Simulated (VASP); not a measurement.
# WC (P-6m2) in VASP: notebook

Runs on WC. Level: PBEsol. Tasks: single point.

Program: VASP 6.6.1. These are calculated values, not measurements. Logs are shortened: lines on timing, memory, paths and dates and some standing lists are left out, and cuts for length are marked.

## (1) The cell of the first run

The structure is hexagonal, space group P-6m2 (No. 187). Conventional cell: a = 2.842 Å, b = 2.842 Å, c = 2.829 Å, α = 90.00°, β = 90.00°, γ = 120.00°. Within 2.9 Å of W (site symmetry -6m2) lie 6 C at 2.17 Å and 8 W at 2.83 to 2.84 Å. C (site symmetry -6m2) has 6 W at 2.17 Å and 8 C at 2.83 to 2.84 Å within 2.9 Å.

## (2) Single point, PBEsol (equal xx and yy strain of -2 %)

Contents of INCAR:

```
SYSTEM = WC
PREC = Accurate ; ENCUT = 520
EDIFF = 1E-6 ; ISMEAR = -1
SIGMA = 0.05 ; LREAL = .FALSE.
LASPH = .TRUE. ; NELM = 80
ALGO = Normal ; ISIF = 2
LWAVE = .FALSE. ; LCHARG = .FALSE.
GGA = PS ; NBANDS = 16
```

Contents of KPOINTS:

```
regular mesh
0
G
  13 13 12
  0 0 0
```

Contents of POSCAR:

```
WC
1.0
    2.8424914073      0.0000000000      0.0000000000
   -1.4212457036      2.4616697688      0.0000000000
    0.0000000000      0.0000000000      2.8290000000
W C
1 1
Direct
    0.0000000000      0.0000000000      0.0000000000
    0.6666666667      0.3333333333      0.5000000000
```

Potentials or basis: VASP PAW PBE potentials, release 64 (W_sv, C).

Started as:

```console
$ cat potpaw_PBE.64/W_sv/POTCAR potpaw_PBE.64/C/POTCAR > POTCAR
$ mpirun -np 1 vasp_std > vasp.out
```

OUTCAR:

```text
SYSTEM = WC
   PREC = Accurate
   ENCUT = 520
   EDIFF = 1E-6
   ISMEAR = -1
   LREAL = .FALSE.
   LASPH = .TRUE.
   NELM = 80
   ISIF = 2
   GGA = PS

 ion  position               nearest neighbor table
   1  0.000  0.000  0.000-   2 2.17   2 2.17   2 2.17   2 2.17   2 2.17   2 2.17
   2  0.667  0.333  0.500-   1 2.17   1 2.17   1 2.17   1 2.17   1 2.17   1 2.17

  LATTYP: Found a hexagonal cell.
 ALAT       =     2.8424914073
 C/A-ratio  =     0.9952536682

  Lattice vectors:

 A1 = (   2.8424914073,   0.0000000000,   0.0000000000)
 A2 = (  -1.4212457036,   2.4616697688,   0.0000000000)
 A3 = (   0.0000000000,   0.0000000000,   2.8290000000)

Analysis of symmetry for initial positions (statically):
=====================================================================
 Subroutine PRICEL returns:
 Original cell was already a primitive cell.

 Routine SETGRP: Setting up the symmetry group for a
 hexagonal supercell.

 Subroutine GETGRP returns: Found 12 space group operations
 (whereof 12 operations were pure point group operations)
 out of a pool of 24 trial point group operations.

The static configuration has the point symmetry D_3h.

Analysis of symmetry for dynamics (positions and initial velocities):
=====================================================================
 Subroutine PRICEL returns:
 Original cell was already a primitive cell.

 Routine SETGRP: Setting up the symmetry group for a
 hexagonal supercell.

 Subroutine GETGRP returns: Found 12 space group operations
 (whereof 12 operations were pure point group operations)
 out of a pool of 24 trial point group operations.

The dynamic configuration has the point symmetry D_3h.

 Subroutine INISYM returns: Found 12 space group operations
 (whereof 12 operations are pure point group operations),
 and found     1 'primitive' translations

----------------------------------------------------------------------------------------

                                     Primitive cell

  volume of cell :      19.7953

  direct lattice vectors                    reciprocal lattice vectors
     2.842491407  0.000000000  0.000000000     0.351804054  0.203114165  0.000000000
    -1.421245704  2.461669769  0.000000000     0.000000000  0.406228330  0.000000000
     0.000000000  0.000000000  2.829000000     0.000000000  0.000000000  0.353481796

  length of vectors
     2.842491407  2.842491407  2.829000000     0.406228330  0.406228330  0.353481796

  position of ions in fractional coordinates (direct lattice)
     0.000000000  0.000000000  0.000000000
     0.666666667  0.333333333  0.500000000

  ion indices of the primitive-cell ions
   primitive index   ion index
                 1           1
                 2           2

----------------------------------------------------------------------------------------

 KPOINTS: regular mesh

Automatic generation of k-mesh.
 Grid dimensions read from file:
 generate k-points for:   13   13   12

 Generating k-lattice:

  Cartesian coordinates                     Fractional coordinates (reciprocal lattice)
     0.027061850  0.015624167  0.000000000     0.076923077  0.000000000  0.000000000
     0.000000000  0.031248333  0.000000000     0.000000000  0.076923077  0.000000000
     0.000000000  0.000000000  0.029456816     0.000000000  0.000000000  0.083333333

  Length of vectors
     0.031248333  0.031248333  0.029456816

  Shift w.r.t. Gamma in fractional coordinates (k-lattice)
     0.000000000  0.000000000  0.000000000

 Subroutine IBZKPT returns following result:
 ===========================================

 Found    147 irreducible k-points:

 Following reciprocal coordinates:
            Coordinates               Weight
  0.000000  0.000000  0.000000      1.000000
  0.076923 -0.000000  0.000000      6.000000
  0.153846  0.000000  0.000000      6.000000
  0.230769 -0.000000  0.000000      6.000000
  0.307692  0.000000  0.000000      6.000000
  0.384615  0.000000  0.000000      6.000000
[... 16 lines left out ...]
  0.076923 -0.000000  0.083333     12.000000
  0.153846  0.000000  0.083333     12.000000
 [... further k-points ...]
   k-points           NKPTS =    147   k-points in BZ     NKDIM =    147   number of bands    NBANDS=     16
   number of dos      NEDOS =    301   number of ions     NIONS =      2
   total plane-waves  NPLWV =  13824
   dimension x,y,z NGX =    24 NGY =   24 NGZ =   24
   dimension x,y,z NGXF=    48 NGYF=   48 NGZF=   48
   ions per type =               1   1
   NGX,Y,Z   is equivalent  to a cutoff of  14.04, 14.04, 14.10 a.u.
   NGXF,Y,Z  is equivalent  to a cutoff of  28.07, 28.07, 28.21 a.u.
 SYSTEM =  WC
   PREC   = accura    normal or accurate (medium, high low for compatibility)
   ISTART =      0    job   : 0-new  1-cont  2-samecut
   ICHARG =      2    charge: 1-file 2-atom 10-const
   ISPIN  =      1    spin polarized calculation?
   LNONCOLLINEAR =      F non collinear calculations
   LSORBIT =      F    spin-orbit coupling
   LASPH  =      T    aspherical Exc in radial PAW
   ENCUT  =  520.0 eV  38.22 Ry    6.18 a.u.   5.29  5.29  5.26*2*pi/ulx,y,z
   NELM   =     80;   NELMIN=  2; NELMDL= -5     # of ELM steps
   EDIFF  = 0.1E-05   stopping-criterion for ELM
   LREAL  =      F    real-space projection
   EDIFFG = 0.1E-04   stopping-criterion for IOM
   NSW    =      0    number of steps for IOM
   IBRION =     -1    ionic relax: 0-MD 1-quasi-New 2-CG
   NFREE  =      0    steps in history (QN), initial steepest desc. (CG)
   ISIF   =      2    stress and relaxation
   ISYM   =      2    0-nonsym 1-usesym 2-fastsym
   POTIM  = 0.5000    time-step for ionic-motion
   TEBEG  =    0.0;   TEEND  =   0.0 temperature during run
   PSTRESS=    0.0 pullay stress
   NELECT =      18.0000    total number of electrons
   NUPDOWN=      -1.0000    fix difference up-down
   EMIN   =  10.00;   EMAX   =-10.00  energy-range for DOS
   EFERMI =   0.00;   METHOD = LEGACY
   ISMEAR =    -1;   SIGMA  =   0.05  broadening in eV -4-tet -1-fermi 0-gaus
   EFERMI_NEDOS =   21; number of points for ismear=-14 and -15
   IALGO  =     38    algorithm
   IMIX   =      4    mixing-type and parameters
     AMIX     =   0.40;   BMIX     =  1.00
     AMIX_MAG =   1.60;   BMIX_MAG =  1.00
  volume/ion in A,a.u.               =       9.90        66.79
  Fermi-wavevector in a.u.,A,eV,Ry     =   1.586031  2.997164 34.225383  2.515495
  Thomas-Fermi vector in A             =   2.685405
   LORBIT       =      0    0 simple, 1 ext, 2 COOP (PROOUT), +10 PAW based schemes
   GGA     = PS    functional components
   LHFCALC =     F    Hartree Fock is set to
   AEXX    =    0.0000 exact exchange contribution
   IVDW    =     0    specifies the selected vdW correction
   LEPSILON=     F    determine dielectric tensor
   LRPA    =     F    only Hartree local field effects (RPA)
 non-spin polarized calculation
  energy-cutoff  :      520.00
  volume of cell :       19.80
 maximum number of plane-waves:       549
 NGX is ok and might be reduce to    24
   NGX = 11   NGY = 11   NGZ = 11

 number of electron      18.0000001 magnetization

 Free energy of the ion-electron system (eV)
  ---------------------------------------------------
  ext. energy  EPLUGINS =         0.00000000
  ---------------------------------------------------
  free energy    TOTEN  =       -23.84499910 eV

  energy without entropy =      -23.84217369  energy(sigma->0) =      -23.84358639

 E-fermi :  11.6425     XC(G=0): -14.1952

 val. band max:       11.6194678052   @ k =   0.3077   0.2308   0.0000
 cond. band min:      11.6912999591   @ k =   0.4615  -0.0000   0.4167
 fundamental gap:      0.0718321539
 Fermi energy:        11.6425430254

 k-point     1 :       0.0000    0.0000    0.0000
  band No.  band energies     occupation
      1     -62.2202      2.00000
      2     -26.2539      2.00000
      3     -26.0532      2.00000
      4     -26.0532      2.00000
      5      -3.1679      2.00000
      6       6.9774      2.00000
[... 8 lines left out ...]
     15      26.3024      0.00000
     16      28.9007      0.00000

 k-point     2 :       0.0769   -0.0000    0.0000
  band No.  band energies     occupation
      1     -62.2157      2.00000
      2     -26.2456      2.00000
      3     -26.1157      2.00000
      4     -26.0672      2.00000
      5      -2.9989      2.00000
      6       7.0548      2.00000
[... 8 lines left out ...]
     15      25.9665      0.00000
     16      29.2534      0.00000

 k-point     3 :       0.1538    0.0000    0.0000
  band No.  band energies     occupation
      1     -62.2032      2.00000
      2     -26.2861      2.00000
      3     -26.2227      2.00000
      4     -26.1056      2.00000
      5      -2.5189      2.00000
      6       6.8717      2.00000
[... 8 lines left out ...]
     15      25.5978      0.00000
     16      30.2362      0.00000

 k-point     4 :       0.2308   -0.0000    0.0000
  band No.  band energies     occupation
      1     -62.1854      2.00000
      2     -26.5196      2.00000
      3     -26.1902      2.00000
      4     -26.1593      2.00000
      5      -1.8031      2.00000
      6       6.1224      2.00000
[... 8 lines left out ...]
     15      25.8249      0.00000
     16      30.0686      0.00000

 k-point     5 :       0.3077    0.0000    0.0000
  band No.  band energies     occupation
      1     -62.1665      2.00000
      2     -26.7596      2.00000
      3     -26.2158      2.00000
      4     -26.1554      2.00000
      5      -0.9666      2.00000
      6       5.3635      2.00000
[... 8 lines left out ...]
     15      26.8765      0.00000
     16      29.5638      0.00000

 k-point     6 :       0.3846    0.0000    0.0000
  band No.  band energies     occupation
      1     -62.1508      2.00000
      2     -26.9528      2.00000
      3     -26.2621      2.00000
      4     -26.1265      2.00000
      5      -0.1710      2.00000
      6       4.7746      2.00000
[... 8 lines left out ...]
     15      26.5493      0.00000
     16      29.3031      0.00000

 k-point     7 :       0.4615   -0.0000    0.0000
  band No.  band energies     occupation
      1     -62.1419      2.00000
      2     -27.0598      2.00000
      3     -26.2881      2.00000
      4     -26.1100      2.00000
      5       0.3497      2.00000
      6       4.4399      2.00000
[... 8 lines left out ...]
     15      25.1810      0.00000
     16      30.3988      0.00000

 k-point     8 :       0.0769    0.0769    0.0000
  band No.  band energies     occupation
      1     -62.2072      2.00000
      2     -26.2300      2.00000
      3     -26.2294      2.00000
      4     -26.0962      2.00000
      5      -2.6740      2.00000
      6       7.0123      2.00000
[... 8 lines left out ...]
     15      25.6697      0.00000
     16      29.8278      0.00000

 k-point     9 :       0.1538    0.0769    0.0000
  band No.  band energies     occupation
      1     -62.1920      2.00000
      2     -26.4240      2.00000
      3     -26.2023      2.00000
      4     -26.1495      2.00000
      5      -2.0733      2.00000
      6       6.4354      2.00000
[... 8 lines left out ...]
     15      25.6473      0.00000
     16      30.1277      0.00000
[... 172 lines left out ...]
 k-point    19 :       0.3077    0.2308    0.0000
  band No.  band energies     occupation
      1     -62.1367      2.00000
      2     -26.9092      2.00000
      3     -26.5371      2.00000
      4     -26.1004      2.00000
      5       0.8344      2.00000
      6       4.7417      2.00000
[... 8 lines left out ...]
     15      27.6165      0.00000
     16      29.3645      0.00000

 k-point    20 :       0.3846    0.2308    0.0000
  band No.  band energies     occupation
      1     -62.1332      2.00000
      2     -26.9207      2.00000
      3     -26.5789      2.00000
      4     -26.0941      2.00000
      5       1.1002      2.00000
      6       4.6926      2.00000
[... 8 lines left out ...]
     15      27.2009      0.00000
     16      29.4137      0.00000

 k-point    21 :       0.3077    0.3077    0.0000
  band No.  band energies     occupation
      1     -62.1316      2.00000
      2     -26.8466      2.00000
      3     -26.6812      2.00000
      4     -26.0911      2.00000
      5       1.2497      2.00000
      6       4.8011      2.00000
[... 8 lines left out ...]
     15      27.8990      0.00000
     16      28.6875      0.00000

 k-point    22 :       0.0000    0.0000    0.0833
  band No.  band energies     occupation
      1     -62.2173      2.00000
      2     -26.3102      2.00000
      3     -26.0486      2.00000
      4     -26.0486      2.00000
      5      -2.9894      2.00000
      6       6.8867      2.00000
[... 8 lines left out ...]
     15      26.6908      0.00000
     16      28.9185      0.00000

 k-point    23 :       0.0769   -0.0000    0.0833
  band No.  band energies     occupation
      1     -62.2128      2.00000
      2     -26.3017      2.00000
      3     -26.1107      2.00000
      4     -26.0624      2.00000
      5      -2.8242      2.00000
      6       6.9826      2.00000
[... 8 lines left out ...]
     15      26.1362      0.00000
     16      29.2254      0.00000

 k-point    24 :       0.1538    0.0000    0.0833
  band No.  band energies     occupation
      1     -62.2003      2.00000
      2     -26.2884      2.00000
      3     -26.2699      2.00000
      4     -26.1007      2.00000
      5      -2.3564      2.00000
      6       6.9172      2.00000
[... 8 lines left out ...]
     15      25.4922      0.00000
     16      30.1038      0.00000

 [... further k-points ...]
[... 5 lines left out ...]
  --------------------------------------------------------------------------------------
  -------------------------------------------------------------------------------------
  Total        2.7574003      2.7574003      1.0854943      0.0000000      0.0000000     -0.0000000
  in kB      223.1765187    223.1765187     87.8569740      0.0000000      0.0000000     -0.0000000
  external PRESSURE =     178.0700038 kB  Pullay stress =       0.0000000 kB

 VOLUME and BASIS-vectors are now :
 -----------------------------------------------------------------------------
  energy-cutoff  :      520.00
  volume of cell :       19.80
      direct lattice vectors                 reciprocal lattice vectors
     2.842491407  0.000000000  0.000000000     0.351804054  0.203114165  0.000000000
    -1.421245704  2.461669769  0.000000000     0.000000000  0.406228330  0.000000000
     0.000000000  0.000000000  2.829000000     0.000000000  0.000000000  0.353481796

 POSITION                                       TOTAL-FORCE (eV/Angst)
 -----------------------------------------------------------------------------------
      0.00000      0.00000      0.00000         0.000000      0.000000      0.000000
      1.42125      0.82056      1.41450         0.000000      0.000000      0.000000
 -----------------------------------------------------------------------------------
    total drift:                               -0.000000      0.000000      0.000000

  FREE ENERGIE OF THE ION-ELECTRON SYSTEM (eV)
  ---------------------------------------------------
  free  energy   TOTEN  =       -23.8449990965 eV

  energy  without entropy=      -23.8421736896  energy(sigma->0) =      -23.84358639
```

Run time: 13 s. Hardware: 1 thread of Intel Xeon 6975P-C (Granite Rapids), shared host; peak memory 0.17 GiB.

Results:

* Free energy: -23.8450 eV
* Pressure: 17.8 GPa
* Band gap on the k mesh: zero (band 9 reaches 12.34 eV, above the bottom of band 10 at 10.95 eV)

Levels at points of the mesh, in eV from the Fermi level:
| k point | band 7 | band 8 | band 9 | band 10 | band 11 | band 12 |
| --- | --- | --- | --- | --- | --- | --- |
| (0.00, 0.00, 0.00) | -3.41 | -3.41 | -0.09 | 3.39 | 3.39 | 5.81 |
| (0.00, 0.00, 0.50) | -1.96 | -1.96 | -0.70 | -0.70 | 3.49 | 4.74 |

Caveat: the cell differs from its parent crystal (equal xx and yy strain of -2 %); the PAW data sets were made with another functional, which shifts forces and pressure a little; spin-orbit coupling is left out, which moves the levels of the heavy elements.

## (3) Single point, PBEsol (equal xx and yy strain of +1 %)

Contents of INCAR:

```
ALGO = Normal
EDIFF = 1E-7
ENCUT = 520
GGA = PS
ISIF = 2
ISMEAR = -1
LASPH = True
LCHARG = False
LREAL = False
LWAVE = False
NBANDS = 16
NELM = 60
PREC = Accurate
SIGMA = 0.05
```

Contents of KPOINTS:

```
k-points
0
Gamma
  13 13 12
```

Contents of POSCAR:

```
WC
1.0
    2.9295064504      0.0000000000      0.0000000000
   -1.4647532252      2.5370270066      0.0000000000
    0.0000000000      0.0000000000      2.8290000000
W C
1 1
Direct
    0.0000000000      0.0000000000      0.0000000000
    0.6666666667      0.3333333333      0.5000000000
```

Potentials or basis: VASP PAW PBE potentials, release 64 (W_sv, C).

Started as:

```console
$ cat potpaw_PBE.64/W_sv/POTCAR potpaw_PBE.64/C/POTCAR > POTCAR
$ mpirun -np 1 vasp_std > vasp.out
```

Wall time 15 s (1 thread of Intel Xeon 6975P-C (Granite Rapids), shared host); peak memory 0.17 GiB.

The run converged. Its results:

```
Free energy            : -23.8908 eV
Pressure               : -7.0 GPa
Band gap on the k mesh : zero (band 9 reaches 11.46 eV, above the bottom of band 10 at 10.17 eV)
```

Stress tensor (GPa, compression positive):
```
-8.91  0.00  0.00
 0.00 -8.91  0.00
 0.00  0.00 -3.10
```

Levels at points of the mesh, in eV from the Fermi level:
```tsv
k point	band 5	band 6	band 7	band 8	band 9	band 10	band 11	band 12	band 13	band 14
(0.00, 0.00, 0.00)	-14.34	-4.25	-3.35	-3.35	0.22	3.19	3.19	5.62	5.62	6.22
(0.00, 0.00, 0.50)	-10.28	-8.58	-2.07	-2.07	-0.58	-0.58	3.82	4.44	4.44	9.90
```

Caveat: the cell differs from its parent crystal (equal xx and yy strain of +1 %); the PAW data sets were made with another functional, which shifts forces and pressure a little; spin-orbit coupling is left out, which moves the levels of the heavy elements.

[end of part 1 of 2]
